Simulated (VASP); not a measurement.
# WC (P-6m2) in VASP: further runs

WC is run at these levels: PBE; tasks: single point, relaxation of cell and atoms.

Everything below comes from runs of VASP 6.6.1. Logs are shortened: lines on timing, memory, paths and dates and some standing lists are left out, and cuts for length are marked.

### Step 1. The cell of the first run

The structure is hexagonal, space group P-6m2 (No. 187). Conventional cell: a = 2.922 Å, b = 2.922 Å, c = 2.847 Å, α = 90.00°, β = 90.00°, γ = 120.00°. W (site symmetry -6m2) has 6 C at 2.21 Å and 8 W at 2.85 to 2.92 Å within 3.0 Å. C (site symmetry -6m2) has 6 W at 2.21 Å and 8 C at 2.85 to 2.92 Å within 3.0 Å.

### Step 2. Single point, PBE

The input, INCAR:

```
SYSTEM = WC
PREC = Accurate
ENCUT = 520
EDIFF = 1E-6
ISMEAR = 0
SIGMA = 0.1
LREAL = .False.
LASPH = .True.
NELM = 60
ALGO = Normal
ISIF = 2
LWAVE = .False.
LCHARG = .True.
GGA = PE
LELF = .True.
LVHAR = .True.
NBANDS = 16
```

The input, KPOINTS:

```
regular mesh
0
Gamma
  18 18 14
  0 0 0
```

The input, POSCAR:

```
WC
1.0
    2.9217712147      0.0000000000      0.0000000000
   -1.4608856073      2.5303280960      0.0000000000
    0.0000000000      0.0000000000      2.8470769663
W C
1 1
Direct
    0.0000000000      0.0000000000      0.0000000000
    0.6666666667      0.3333333333      0.5000000000
```

Potentials or basis: VASP PAW PBE potentials, release 64 (W_sv, C).

Launch:

```
cat potpaw_PBE.64/W_sv/POTCAR potpaw_PBE.64/C/POTCAR > POTCAR
mpirun -np 1 vasp_std > vasp.out
```

OUTCAR:

```text
SYSTEM = WC
   PREC = Accurate
   ENCUT = 520
   EDIFF = 1E-6
   ISMEAR = 0
   LREAL = .False.
   LASPH = .True.
   NELM = 60
   ISIF = 2
   GGA = PE

 ion  position               nearest neighbor table
   1  0.000  0.000  0.000-   2 2.21   2 2.21   2 2.21   2 2.21   2 2.21   2 2.21
   2  0.667  0.333  0.500-   1 2.21   1 2.21   1 2.21   1 2.21   1 2.21   1 2.21

  LATTYP: Found a hexagonal cell.
 ALAT       =     2.9217712147
 C/A-ratio  =     0.9744352850

  Lattice vectors:

 A1 = (   2.9217712147,   0.0000000000,   0.0000000000)
 A2 = (  -1.4608856073,   2.5303280960,   0.0000000000)
 A3 = (   0.0000000000,   0.0000000000,   2.8470769663)

Analysis of symmetry for initial positions (statically):
=====================================================================
 Subroutine PRICEL returns:
 Original cell was already a primitive cell.

 Routine SETGRP: Setting up the symmetry group for a
 hexagonal supercell.

 Subroutine GETGRP returns: Found 12 space group operations
 (whereof 12 operations were pure point group operations)
 out of a pool of 24 trial point group operations.

The static configuration has the point symmetry D_3h.

Analysis of symmetry for dynamics (positions and initial velocities):
=====================================================================
 Subroutine PRICEL returns:
 Original cell was already a primitive cell.

 Routine SETGRP: Setting up the symmetry group for a
 hexagonal supercell.

 Subroutine GETGRP returns: Found 12 space group operations
 (whereof 12 operations were pure point group operations)
 out of a pool of 24 trial point group operations.

The dynamic configuration has the point symmetry D_3h.

 Subroutine INISYM returns: Found 12 space group operations
 (whereof 12 operations are pure point group operations),
 and found     1 'primitive' translations

----------------------------------------------------------------------------------------

                                     Primitive cell

  volume of cell :      21.0486

  direct lattice vectors                    reciprocal lattice vectors
     2.921771215  0.000000000  0.000000000     0.342258146  0.197602833  0.000000000
    -1.460885607  2.530328096  0.000000000     0.000000000  0.395205666  0.000000000
     0.000000000  0.000000000  2.847076966     0.000000000  0.000000000  0.351237431

  length of vectors
     2.921771215  2.921771215  2.847076966     0.395205666  0.395205666  0.351237431

  position of ions in fractional coordinates (direct lattice)
     0.000000000  0.000000000  0.000000000
     0.666666667  0.333333333  0.500000000

  ion indices of the primitive-cell ions
   primitive index   ion index
                 1           1
                 2           2

----------------------------------------------------------------------------------------

 KPOINTS: regular mesh

Automatic generation of k-mesh.
 Grid dimensions read from file:
 generate k-points for:   18   18   14

 Generating k-lattice:

  Cartesian coordinates                     Fractional coordinates (reciprocal lattice)
     0.019014341  0.010977935  0.000000000     0.055555556 -0.000000000  0.000000000
     0.000000000  0.021955870  0.000000000     0.000000000  0.055555556  0.000000000
     0.000000000  0.000000000  0.025088388     0.000000000  0.000000000  0.071428571

  Length of vectors
     0.021955870  0.021955870  0.025088388

  Shift w.r.t. Gamma in fractional coordinates (k-lattice)
     0.000000000  0.000000000  0.000000000

 Subroutine IBZKPT returns following result:
 ===========================================

 Found    296 irreducible k-points:

 Following reciprocal coordinates:
            Coordinates               Weight
  0.000000  0.000000  0.000000      1.000000
  0.055556 -0.000000  0.000000      6.000000
  0.111111 -0.000000  0.000000      6.000000
  0.166667  0.000000  0.000000      6.000000
  0.222222  0.000000  0.000000      6.000000
  0.277778 -0.000000  0.000000      6.000000
[... 16 lines left out ...]
  0.333333  0.111111  0.000000     12.000000
  0.388889  0.111111  0.000000     12.000000
 [... further k-points ...]
   k-points           NKPTS =    296   k-points in BZ     NKDIM =    296   number of bands    NBANDS=     16
   number of dos      NEDOS =    301   number of ions     NIONS =      2
   total plane-waves  NPLWV =  13824
   dimension x,y,z NGX =    24 NGY =   24 NGZ =   24
   dimension x,y,z NGXF=    48 NGYF=   48 NGZF=   48
   ions per type =               1   1
   NGX,Y,Z   is equivalent  to a cutoff of  13.66, 13.66, 14.01 a.u.
   NGXF,Y,Z  is equivalent  to a cutoff of  27.31, 27.31, 28.03 a.u.
 SYSTEM =  WC
   PREC   = accura    normal or accurate (medium, high low for compatibility)
   ISTART =      0    job   : 0-new  1-cont  2-samecut
   ICHARG =      2    charge: 1-file 2-atom 10-const
   ISPIN  =      1    spin polarized calculation?
   LNONCOLLINEAR =      F non collinear calculations
   LSORBIT =      F    spin-orbit coupling
   LASPH  =      T    aspherical Exc in radial PAW
   ENCUT  =  520.0 eV  38.22 Ry    6.18 a.u.   5.43  5.43  5.29*2*pi/ulx,y,z
   NELM   =     60;   NELMIN=  2; NELMDL= -5     # of ELM steps
   EDIFF  = 0.1E-05   stopping-criterion for ELM
   LREAL  =      F    real-space projection
   EDIFFG = 0.1E-04   stopping-criterion for IOM
   NSW    =      0    number of steps for IOM
   IBRION =     -1    ionic relax: 0-MD 1-quasi-New 2-CG
   NFREE  =      0    steps in history (QN), initial steepest desc. (CG)
   ISIF   =      2    stress and relaxation
   ISYM   =      2    0-nonsym 1-usesym 2-fastsym
   POTIM  = 0.5000    time-step for ionic-motion
   TEBEG  =    0.0;   TEEND  =   0.0 temperature during run
   PSTRESS=    0.0 pullay stress
   NELECT =      18.0000    total number of electrons
   NUPDOWN=      -1.0000    fix difference up-down
   EMIN   =  10.00;   EMAX   =-10.00  energy-range for DOS
   EFERMI =   0.00;   METHOD = LEGACY
   ISMEAR =     0;   SIGMA  =   0.10  broadening in eV -4-tet -1-fermi 0-gaus
   EFERMI_NEDOS =   21; number of points for ismear=-14 and -15
   IALGO  =     38    algorithm
   IMIX   =      4    mixing-type and parameters
     AMIX     =   0.40;   BMIX     =  1.00
     AMIX_MAG =   1.60;   BMIX_MAG =  1.00
  volume/ion in A,a.u.               =      10.52        71.02
  Fermi-wavevector in a.u.,A,eV,Ry     =   1.553907  2.936458 32.852978  2.414626
  Thomas-Fermi vector in A             =   2.658070
   LORBIT       =      0    0 simple, 1 ext, 2 COOP (PROOUT), +10 PAW based schemes
   GGA     = PE    functional components
   LHFCALC =     F    Hartree Fock is set to
   AEXX    =    0.0000 exact exchange contribution
   IVDW    =     0    specifies the selected vdW correction
   LEPSILON=     F    determine dielectric tensor
   LRPA    =     F    only Hartree local field effects (RPA)
 non-spin polarized calculation
 Gauss-broadening in eV      SIGMA  =   0.10
  energy-cutoff  :      520.00
  volume of cell :       21.05
 maximum number of plane-waves:       587
 NGX is ok and might be reduce to    24

 number of electron      18.0000000 magnetization

 Free energy of the ion-electron system (eV)
  ---------------------------------------------------
  ext. energy  EPLUGINS =         0.00000000
  ---------------------------------------------------
  free energy    TOTEN  =       -22.44990459 eV

  energy without entropy =      -22.44851195  energy(sigma->0) =      -22.44920827

 E-fermi :  10.8651     XC(G=0): -13.7208

 val. band max:       10.8564025530   @ k =   0.4444   0.0000   0.5000
 cond. band min:      10.8756056263   @ k =   0.4444   0.0556   0.4286
 fundamental gap:      0.0192030733
 Fermi energy:        10.8651474201

 k-point     1 :       0.0000    0.0000    0.0000
  band No.  band energies     occupation
      1     -63.1568      2.00000
      2     -27.1333      2.00000
      3     -27.0429      2.00000
      4     -27.0429      2.00000
      5      -3.4646      2.00000
      6       6.6469      2.00000
[... 8 lines left out ...]
     15      25.0923      0.00000
     16      27.4745      0.00000

 k-point     2 :       0.0556   -0.0000    0.0000
  band No.  band energies     occupation
      1     -63.1552      2.00000
      2     -27.1302      2.00000
      3     -27.0674      2.00000
      4     -27.0485      2.00000
      5      -3.3847      2.00000
      6       6.6762      2.00000
[... 8 lines left out ...]
     15      24.9112      0.00000
     16      27.6437      0.00000

 k-point     3 :       0.1111   -0.0000    0.0000
  band No.  band energies     occupation
      1     -63.1505      2.00000
      2     -27.1373      2.00000
      3     -27.1212      2.00000
      4     -27.0644      2.00000
      5      -3.1510      2.00000
      6       6.6420      2.00000
[... 8 lines left out ...]
     15      24.6102      0.00000
     16      28.1318      0.00000

 k-point     4 :       0.1667    0.0000    0.0000
  band No.  band energies     occupation
      1     -63.1433      2.00000
      2     -27.2431      2.00000
      3     -27.1074      2.00000
      4     -27.0887      2.00000
      5      -2.7815      2.00000
      6       6.2618      2.00000
[... 8 lines left out ...]
     15      24.4546      0.00000
     16      28.8844      0.00000
[... 324 lines left out ...]
 k-point    22 :       0.2778    0.1111    0.0000
  band No.  band energies     occupation
      1     -63.1140      2.00000
      2     -27.6235      2.00000
      3     -27.2250      2.00000
      4     -27.0505      2.00000
      5      -1.0196      2.00000
      6       4.6500      2.00000
[... 8 lines left out ...]
     15      25.8398      0.00000
     16      27.2821      0.00000

 k-point    23 :       0.3333    0.1111    0.0000
  band No.  band energies     occupation
      1     -63.1072      2.00000
      2     -27.7087      2.00000
      3     -27.2554      2.00000
      4     -27.0374      2.00000
      5      -0.5141      2.00000
      6       4.3060      2.00000
[... 8 lines left out ...]
     15      25.3270      0.00000
     16      27.5355      0.00000

 k-point    24 :       0.3889    0.1111    0.0000
  band No.  band energies     occupation
      1     -63.1027      2.00000
      2     -27.7637      2.00000
      3     -27.2752      2.00000
      4     -27.0287      2.00000
      5      -0.1450      2.00000
      6       4.0753      2.00000
[... 8 lines left out ...]
     15      24.4784      0.00000
     16      28.2074      0.00000

 [... further k-points ...]

------------------------ aborting loop because EDIFF is reached ----------------------------------------

  FORCE on cell =-STRESS in cart. coord.  units (eV):
  Direction    XX          YY          ZZ          XY          YZ          ZX
  --------------------------------------------------------------------------------------
  -------------------------------------------------------------------------------------
  Total        0.1252189      0.1252189      0.1640736      0.0000000      0.0000000      0.0000000
  in kB        9.5314308      9.5314308     12.4889819      0.0000000      0.0000000      0.0000000
  external PRESSURE =      10.5172812 kB  Pullay stress =       0.0000000 kB

 VOLUME and BASIS-vectors are now :
 -----------------------------------------------------------------------------
  energy-cutoff  :      520.00
  volume of cell :       21.05
      direct lattice vectors                 reciprocal lattice vectors
     2.921771215  0.000000000  0.000000000     0.342258146  0.197602833  0.000000000
    -1.460885607  2.530328096  0.000000000     0.000000000  0.395205666  0.000000000
     0.000000000  0.000000000  2.847076966     0.000000000  0.000000000  0.351237431

 POSITION                                       TOTAL-FORCE (eV/Angst)
 -----------------------------------------------------------------------------------
      0.00000      0.00000      0.00000        -0.000000     -0.000000      0.000000
      1.46089      0.84344      1.42354         0.000000      0.000000      0.000000
 -----------------------------------------------------------------------------------
    total drift:                                0.000000     -0.000000      0.000000

  FREE ENERGIE OF THE ION-ELECTRON SYSTEM (eV)
  ---------------------------------------------------
  free  energy   TOTEN  =       -22.4499045945 eV

  energy  without entropy=      -22.4485119529  energy(sigma->0) =      -22.44920827
```

It took 28 s on 1 thread of Intel Xeon 6975P-C (Granite Rapids), shared host; peak memory 0.22 GiB.

What came out:

- Free energy: -22.4499 eV
- Pressure: 1.1 GPa
- Band gap on the k mesh: zero (bands 9 and 10 overlap by 1.20 eV)

Stress tensor (GPa, compression positive):
```
0.95 0.00 0.00
0.00 0.95 0.00
0.00 0.00 1.25
```

Levels at points of the mesh, in eV from the Fermi level:
```csv
k point,band 7,band 8,band 9,band 10,band 11,band 12
"(0.00, 0.00, 0.00)",-3.27,-3.27,0.11,3.18,3.18,5.56
"(0.50, 0.00, 0.00)",-3.53,-3.49,-0.46,2.32,4.45,4.79
"(0.00, 0.00, 0.50)",-1.98,-1.98,-0.56,-0.56,3.65,4.49
"(0.50, 0.00, 0.50)",-4.24,-4.14,0.27,4.34,5.22,6.52
```

Caveat: spin-orbit coupling is left out, which moves the levels of the heavy elements.

### Step 3. Single point, PBE

This run uses another cell than the first one, of the same volume but with other edges.

The input, INCAR:

```
  PREC = Accurate
  ENCUT = 520
  EDIFF = 1E-6
  ISMEAR = 0
  SIGMA = 0.1
  LREAL = F
  LASPH = T
  NELM = 100
  ALGO = Normal
  ISIF = 2
  LWAVE = F
  LCHARG = T
  GGA = PE
  LELF = T
  LVHAR = T
  ISYM = 0
  NBANDS = 16
```

The input, KPOINTS:

```
regular mesh
0
Gamma
  12 6 29
```

The input, POSCAR:

```
WC
1.0
    2.9217712147      0.0000000000      0.0000000000
   -1.4608856073      6.2310472058      0.0000000000
    0.0000000000     -2.6017608226      1.1561521846
W C
1 1
Direct
    0.0000000000      0.0000000000      0.0000000000
    0.3333333333      0.6666666667      0.8333333333
```

Potentials or basis: VASP PAW PBE potentials, release 64 (W_sv, C).

Launch:

```
cat potpaw_PBE.64/W_sv/POTCAR potpaw_PBE.64/C/POTCAR > POTCAR
mpirun -np 1 vasp_std > vasp.out
```

It took 3 min on 1 thread of Intel Xeon 6975P-C (Granite Rapids), shared host; peak memory 0.46 GiB.

The run converged. Its results:

```yaml
Free_energy: -22.4502 eV
Pressure: 1.1 GPa
Band_gap_on_the_k_mesh: zero (bands 9 and 10 overlap by 1.15 eV)
```

Stress tensor (GPa, compression positive):
```
 1.17  0.00 -0.04
 0.00  1.14 -0.13
-0.04 -0.13  0.97
```

Levels at points of the mesh, in eV from the Fermi level:
| k point | band 6 | band 7 | band 8 | band 9 | band 10 | band 11 | band 12 | band 13 |
| --- | --- | --- | --- | --- | --- | --- | --- | --- |
| (0.00, 0.00, 0.00) | -4.23 | -3.29 | -3.29 | 0.10 | 3.17 | 3.17 | 5.55 | 5.55 |
| (0.50, 0.00, 0.00) | -6.97 | -3.54 | -3.51 | -0.47 | 2.30 | 4.43 | 4.77 | 6.78 |
| (0.00, 0.50, 0.00) | -6.97 | -3.54 | -3.51 | -0.47 | 2.30 | 4.43 | 4.77 | 6.78 |
| (0.50, 0.50, 0.00) | -6.97 | -3.54 | -3.51 | -0.47 | 2.30 | 4.43 | 4.77 | 6.78 |

Caveat: spin-orbit coupling is left out, which moves the levels of the heavy elements.

[end of part 1 of 2]
